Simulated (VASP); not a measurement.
# La2O3 (de600) (P-3m1) in VASP: further runs

The runs below take La2O3 (de600) through single point, with LDA.

All numbers are computed with VASP 6.6.1; they aren't measurements. Logs are shortened: lines on timing, memory, paths and dates and some standing lists are left out, and cuts for length are marked.

## (1) The cell of the first run

The structure is trigonal, space group P-3m1 (No. 164). The conventional cell has a = 3.883 Å, b = 3.883 Å, c = 5.951 Å, α = 90.00°, β = 90.00°, γ = 120.00°. Within 3.1 Å of La (site symmetry 3m) lie 7 O at 2.33 to 2.67 Å. O (site symmetry 3m) has 4 La at 2.33 to 2.40 Å and 6 O at 2.84 to 3.07 Å within 3.1 Å. Within 3.5 Å of O (site symmetry -3m) lie 6 La at 2.67 Å and 6 O at 3.07 Å.

## (2) Single point, LDA

INCAR

```
PREC     = Accurate       # precision mode
ENCUT    = 520            # plane-wave cutoff, eV
EDIFF    = 1E-7           # SCF threshold, eV
ISMEAR   = 0              # smearing method
SIGMA    = 0.02           # smearing width, eV
LREAL    = False          # projectors in reciprocal space
LASPH    = True           # aspherical terms in the spheres
NELM     = 80             # most SCF steps
ALGO     = Normal         # electronic algorithm
ISIF     = 2              # what is computed and relaxed
LWAVE    = False          # write WAVECAR
LCHARG   = False          # write CHGCAR
GGA      = CA             # functional
NBANDS   = 28             # bands
```

KPOINTS

```
Automatic mesh
0
Gamma
  6 6 4
```

POSCAR

```
La2O3
1.0
    3.8831091719      0.0000000000      0.0000000000
   -1.9415545859      3.3628711885      0.0000000000
    0.0000000000      0.0000000000      5.9507774854
La O
2 3
Direct
    0.6666666667      0.3333333333      0.7560332096
    0.3333333333      0.6666666667      0.2439667904
    0.6666666667      0.3333333333      0.3533832102
    0.3333333333      0.6666666667      0.6466167898
    0.0000000000      0.0000000000      0.0000000000
```

Potentials or basis: VASP PAW LDA potentials, release 64 (La, O).

Command:

```sh
$ cat potpaw_LDA.64/La/POTCAR potpaw_LDA.64/O/POTCAR > POTCAR
$ mpirun -np 1 vasp_std > vasp.out
```

OUTCAR:

```text
PREC = Accurate
   ENCUT = 520
   EDIFF = 1E-7
   ISMEAR = 0
   LREAL = False
   LASPH = True
   NELM = 80
   ISIF = 2
   GGA = CA

 ion  position               nearest neighbor table
   1  0.667  0.333  0.756-   4 2.33   4 2.33   4 2.33   3 2.40   5 2.67   5 2.67   5 2.67   2 3.67
                             2 3.67   2 3.67
   2  0.333  0.667  0.244-   3 2.33   3 2.33   3 2.33   4 2.40   5 2.67   5 2.67   5 2.67   1 3.67
                             1 3.67   1 3.67
   3  0.667  0.333  0.353-   2 2.33   2 2.33   2 2.33   1 2.40
   4  0.333  0.667  0.647-   1 2.33   1 2.33   1 2.33   2 2.40
   5  0.000  0.000  0.000-   1 2.67   2 2.67   2 2.67   1 2.67   1 2.67   2 2.67

  LATTYP: Found a hexagonal cell.
 ALAT       =     3.8831091719
 C/A-ratio  =     1.5324775127

  Lattice vectors:

 A1 = (   3.8831091719,   0.0000000000,   0.0000000000)
 A2 = (  -1.9415545859,   3.3628711885,   0.0000000000)
 A3 = (   0.0000000000,   0.0000000000,   5.9507774854)

Analysis of symmetry for initial positions (statically):
=====================================================================
 Subroutine PRICEL returns:
 Original cell was already a primitive cell.

 Routine SETGRP: Setting up the symmetry group for a
 hexagonal supercell.

 Subroutine GETGRP returns: Found 12 space group operations
 (whereof 12 operations were pure point group operations)
 out of a pool of 24 trial point group operations.

The static configuration has the point symmetry D_3d.

Analysis of symmetry for dynamics (positions and initial velocities):
=====================================================================
 Subroutine PRICEL returns:
 Original cell was already a primitive cell.

 Routine SETGRP: Setting up the symmetry group for a
 hexagonal supercell.

 Subroutine GETGRP returns: Found 12 space group operations
 (whereof 12 operations were pure point group operations)
 out of a pool of 24 trial point group operations.

The dynamic configuration has the point symmetry D_3d.

 Subroutine INISYM returns: Found 12 space group operations
 (whereof 12 operations are pure point group operations),
 and found     1 'primitive' translations

----------------------------------------------------------------------------------------

                                     Primitive cell

  volume of cell :      77.7076

  direct lattice vectors                    reciprocal lattice vectors
     3.883109172  0.000000000  0.000000000     0.257525595  0.148682472  0.000000000
    -1.941554586  3.362871189  0.000000000     0.000000000  0.297364943  0.000000000
     0.000000000  0.000000000  5.950777485     0.000000000  0.000000000  0.168045268

  length of vectors
     3.883109172  3.883109172  5.950777485     0.297364943  0.297364943  0.168045268

  position of ions in fractional coordinates (direct lattice)
     0.666666667  0.333333333  0.756033210
     0.333333333  0.666666667  0.243966790
     0.666666667  0.333333333  0.353383210
     0.333333333  0.666666667  0.646616790
     0.000000000  0.000000000  0.000000000

  ion indices of the primitive-cell ions
   primitive index   ion index
                 1           1
                 2           2
                 3           3
                 4           4
                 5           5

----------------------------------------------------------------------------------------

 KPOINTS: Automatic mesh

Automatic generation of k-mesh.
 Grid dimensions read from file:
 generate k-points for:    6    6    4

 Generating k-lattice:

  Cartesian coordinates                     Fractional coordinates (reciprocal lattice)
     0.042920933  0.024780412  0.000000000     0.166666667  0.000000000  0.000000000
     0.000000000  0.049560824  0.000000000     0.000000000  0.166666667  0.000000000
     0.000000000  0.000000000  0.042011317     0.000000000  0.000000000  0.250000000

  Length of vectors
     0.049560824  0.049560824  0.042011317

  Shift w.r.t. Gamma in fractional coordinates (k-lattice)
     0.000000000  0.000000000  0.000000000

 Subroutine IBZKPT returns following result:
 ===========================================

 Found     24 irreducible k-points:

 Following reciprocal coordinates:
            Coordinates               Weight
  0.000000  0.000000  0.000000      1.000000
  0.166667  0.000000  0.000000      6.000000
  0.333333  0.000000  0.000000      6.000000
  0.500000  0.000000  0.000000      3.000000
  0.166667  0.166667  0.000000      6.000000
  0.333333  0.166667  0.000000     12.000000
[... 16 lines left out ...]
  0.333333  0.166667  0.500000     12.000000
  0.333333  0.333333  0.500000      2.000000
   k-points           NKPTS =     24   k-points in BZ     NKDIM =     24   number of bands    NBANDS=     28
   number of dos      NEDOS =    301   number of ions     NIONS =      5
   total plane-waves  NPLWV =  43200
   dimension x,y,z NGX =    30 NGY =   30 NGZ =   48
   dimension x,y,z NGXF=    60 NGYF=   60 NGZF=   96
   ions per type =               2   3
   NGX,Y,Z   is equivalent  to a cutoff of  12.84, 12.84, 13.41 a.u.
   NGXF,Y,Z  is equivalent  to a cutoff of  25.69, 25.69, 26.82 a.u.
 SYSTEM =  unknown system
   PREC   = accura    normal or accurate (medium, high low for compatibility)
   ISTART =      0    job   : 0-new  1-cont  2-samecut
   ICHARG =      2    charge: 1-file 2-atom 10-const
   ISPIN  =      1    spin polarized calculation?
   LNONCOLLINEAR =      F non collinear calculations
   LSORBIT =      F    spin-orbit coupling
   LASPH  =      T    aspherical Exc in radial PAW
   ENCUT  =  520.0 eV  38.22 Ry    6.18 a.u.   7.22  7.22 11.06*2*pi/ulx,y,z
   NELM   =     80;   NELMIN=  2; NELMDL= -5     # of ELM steps
   EDIFF  = 0.1E-06   stopping-criterion for ELM
   LREAL  =      F    real-space projection
   EDIFFG = 0.1E-05   stopping-criterion for IOM
   NSW    =      0    number of steps for IOM
   IBRION =     -1    ionic relax: 0-MD 1-quasi-New 2-CG
   NFREE  =      0    steps in history (QN), initial steepest desc. (CG)
   ISIF   =      2    stress and relaxation
   ISYM   =      2    0-nonsym 1-usesym 2-fastsym
   POTIM  = 0.5000    time-step for ionic-motion
   TEBEG  =    0.0;   TEEND  =   0.0 temperature during run
   PSTRESS=    0.0 pullay stress
   NELECT =      40.0000    total number of electrons
   NUPDOWN=      -1.0000    fix difference up-down
   EMIN   =  10.00;   EMAX   =-10.00  energy-range for DOS
   EFERMI =   0.00;   METHOD = LEGACY
   ISMEAR =     0;   SIGMA  =   0.02  broadening in eV -4-tet -1-fermi 0-gaus
   EFERMI_NEDOS =   21; number of points for ismear=-14 and -15
   IALGO  =     38    algorithm
   IMIX   =      4    mixing-type and parameters
     AMIX     =   0.40;   BMIX     =  1.00
     AMIX_MAG =   1.60;   BMIX_MAG =  1.00
  volume/ion in A,a.u.               =      15.54       104.88
  Fermi-wavevector in a.u.,A,eV,Ry     =   1.312020  2.479357 23.421006  1.721395
  Thomas-Fermi vector in A             =   2.442441
   LORBIT       =      0    0 simple, 1 ext, 2 COOP (PROOUT), +10 PAW based schemes
   GGA     = CA    functional components
   LHFCALC =     F    Hartree Fock is set to
   AEXX    =    0.0000 exact exchange contribution
   IVDW    =     0    specifies the selected vdW correction
   LEPSILON=     F    determine dielectric tensor
   LRPA    =     F    only Hartree local field effects (RPA)
 non-spin polarized calculation
 Gauss-broadening in eV      SIGMA  =   0.02
  energy-cutoff  :      520.00
  volume of cell :       77.71
 maximum number of plane-waves:      2134
 NGX is ok and might be reduce to    30
   NGX = 15   NGY = 15   NGZ = 23

 number of electron      39.9999990 magnetization

 Free energy of the ion-electron system (eV)
  ---------------------------------------------------
  ext. energy  EPLUGINS =         0.00000000
  ---------------------------------------------------
  free energy    TOTEN  =       -45.89761474 eV

  energy without entropy =      -45.89761474  energy(sigma->0) =      -45.89761474

 E-fermi :   6.3728     XC(G=0): -11.1856

 val. band max:        6.2022074738   @ k =   0.5000   0.0000   0.5000
 cond. band min:       9.9335949332   @ k =   0.3333   0.3333   0.0000
 fundamental gap:      3.7313874594
 Fermi energy:         6.3728091495

 k-point     1 :       0.0000    0.0000    0.0000
  band No.  band energies     occupation
      1     -23.3132      2.00000
      2     -22.9819      2.00000
      3     -10.7203      2.00000
      4      -9.2767      2.00000
      5      -8.8529      2.00000
      6      -6.8104      2.00000
[... 20 lines left out ...]
     27      11.6686      0.00000
     28      11.9468      0.00000

 k-point     2 :       0.1667    0.0000    0.0000
  band No.  band energies     occupation
      1     -23.2548      2.00000
      2     -22.9608      2.00000
      3     -10.6994      2.00000
      4      -9.8071      2.00000
      5      -9.2419      2.00000
      6      -6.9403      2.00000
[... 20 lines left out ...]
     27      11.8108      0.00000
     28      11.9010      0.00000

 k-point     3 :       0.3333    0.0000    0.0000
  band No.  band energies     occupation
      1     -23.1228      2.00000
      2     -22.9297      2.00000
      3     -10.8694      2.00000
      4     -10.6253      2.00000
      5      -9.3310      2.00000
      6      -7.1618      2.00000
[... 20 lines left out ...]
     27      11.7383      0.00000
     28      11.7552      0.00000

 k-point     4 :       0.5000    0.0000    0.0000
  band No.  band energies     occupation
      1     -23.0379      2.00000
      2     -22.9309      2.00000
      3     -11.0126      2.00000
      4     -10.9932      2.00000
      5      -9.0889      2.00000
      6      -7.5660      2.00000
[... 578 lines left out ...]
     27      11.6887      0.00000
     28      11.8374      0.00000

 k-point    23 :       0.3333    0.1667    0.5000
  band No.  band energies     occupation
      1     -22.9892      2.00000
      2     -22.9788      2.00000
      3     -11.1659      2.00000
      4     -10.9462      2.00000
      5      -9.2171      2.00000
      6      -7.2595      2.00000
[... 20 lines left out ...]
     27      11.6931      0.00000
     28      11.7260      0.00000

 k-point    24 :       0.3333    0.3333    0.5000
  band No.  band energies     occupation
      1     -22.9623      2.00000
      2     -22.9623      2.00000
      3     -11.1025      2.00000
      4     -11.1025      2.00000
      5      -9.5351      2.00000
      6      -7.4975      2.00000
[... 20 lines left out ...]
     27      11.6863      0.00000
     28      11.7092      0.00000

------------------------ aborting loop because EDIFF is reached ----------------------------------------

  FORCE on cell =-STRESS in cart. coord.  units (eV):
  Direction    XX          YY          ZZ          XY          YZ          ZX
  --------------------------------------------------------------------------------------
  -------------------------------------------------------------------------------------
  Total       -0.0214688     -0.0214688     -0.0286439     -0.0000000      0.0000000      0.0000000
  in kB       -0.4426434     -0.4426434     -0.5905811     -0.0000000      0.0000000      0.0000000
  external PRESSURE =      -0.4919559 kB  Pullay stress =       0.0000000 kB

 VOLUME and BASIS-vectors are now :
 -----------------------------------------------------------------------------
  energy-cutoff  :      520.00
  volume of cell :       77.71
      direct lattice vectors                 reciprocal lattice vectors
     3.883109172  0.000000000  0.000000000     0.257525595  0.148682472  0.000000000
    -1.941554586  3.362871189  0.000000000     0.000000000  0.297364943  0.000000000
     0.000000000  0.000000000  5.950777485     0.000000000  0.000000000  0.168045268

 POSITION                                       TOTAL-FORCE (eV/Angst)
 -----------------------------------------------------------------------------------
      1.94155      1.12096      4.49899         0.000000      0.000000      0.009709
     -0.00000      2.24191      1.45179         0.000000     -0.000000     -0.009709
      1.94155      1.12096      2.10290        -0.000000      0.000000      0.001113
     -0.00000      2.24191      3.84787         0.000000      0.000000     -0.001113
      0.00000      0.00000      0.00000         0.000000      0.000000      0.000000
 -----------------------------------------------------------------------------------
    total drift:                                0.000000      0.000000     -0.000000

  FREE ENERGIE OF THE ION-ELECTRON SYSTEM (eV)
  ---------------------------------------------------
  free  energy   TOTEN  =       -45.8976147361 eV

  energy  without entropy=      -45.8976147361  energy(sigma->0) =      -45.89761474
```

It took 55 s on 1 thread of Intel Xeon Platinum 8488C (Sapphire Rapids), shared host; peak memory 0.2 GiB.

What came out:

| Item | Value |
| --- | --- |
| Free energy | -45.8976 eV |
| Pressure | 0.0 GPa |
| Largest force | 0.010 eV/Å |
| Band gap on the k mesh | 3.73 eV, indirect (least direct gap 3.80 eV) |

Forces in eV/Å, atoms in the order of the input:
```
La   0.000  0.000  0.010
La   0.000  0.000 -0.010
O    0.000  0.000  0.001
O    0.000  0.000 -0.001
O    0.000  0.000  0.000
```

Caveat: spin-orbit coupling is left out, which moves the levels of the heavy elements. A k mesh can miss the band edges.

## (3) Single point, LDA

This run uses another cell than the first one, of 16.36 Å³/atom, 1.052 times its volume.

INCAR

```
PREC = Accurate ; ENCUT = 520
EDIFF = 1E-6 ; ISMEAR = 0
SIGMA = 0.1 ; LREAL = False
LASPH = True ; NELM = 80
ALGO = Normal ; ISIF = 2
LWAVE = False ; LCHARG = False
GGA = CA ; NBANDS = 28
```

KPOINTS

```
regular mesh
0
Gamma
  6 6 4
```

POSCAR

```
La2O3
1.0
    3.9307778800      0.0000000000      0.0000000000
   -1.9653889400      3.4041535000      0.0000000000
    0.0000000000      0.0000000000      6.1119535200
La O
2 3
Direct
    0.6666666700      0.3333333300      0.7537643200
    0.3333333300      0.6666666700      0.2462356800
    0.6666666700      0.3333333300      0.3541093500
    0.3333333300      0.6666666700      0.6458906500
    0.0000000000      0.0000000000      0.0000000000
```

Potentials or basis: VASP PAW LDA potentials, release 64 (La, O).

Command:

```sh
$ cat potpaw_LDA.64/La/POTCAR potpaw_LDA.64/O/POTCAR > POTCAR
$ mpirun -np 1 vasp_std > vasp.out
```

Wall time 49 s (1 thread of Intel Xeon Platinum 8488C (Sapphire Rapids), shared host); peak memory 0.2 GiB.

It converged, with:

| Item | Value |
| --- | --- |
| Free energy | -45.8198 eV |
| Pressure | -6.4 GPa |
| Largest force | 0.159 eV/Å |
| Band gap on the k mesh | 3.72 eV, indirect (least direct gap 3.81 eV) |

Forces in eV/Å, atoms in the order of the input:
```
La   0.000  0.000 -0.159
La   0.000  0.000  0.159
O    0.000  0.000  0.015
O    0.000  0.000 -0.015
O    0.000  0.000  0.000
```

Stress tensor (GPa, compression positive):
```
-6.55  0.00  0.00
 0.00 -6.55  0.00
 0.00  0.00 -5.98
```

Levels at points of the mesh, in eV from the valence-band top:
```
           k point  band 17  band 18  band 19  band 20  band 21  band 22  band 23  band 24
(0.00, 0.00, 0.00)    -1.70    -0.39    -0.39    -0.12     4.13     4.49     4.49     5.04
(0.50, 0.00, 0.00)    -0.73    -0.64    -0.42    -0.30     3.74     4.57     5.04     5.09
(0.00, 0.00, 0.50)    -1.02    -0.82    -0.29    -0.29     4.54     4.62     4.62     4.84
(0.50, 0.00, 0.50)    -0.96    -0.73    -0.36     0.00     4.29     4.48     4.92     5.07
```

Caveat: spin-orbit coupling is left out, which moves the levels of the heavy elements. A k mesh can miss the band edges.
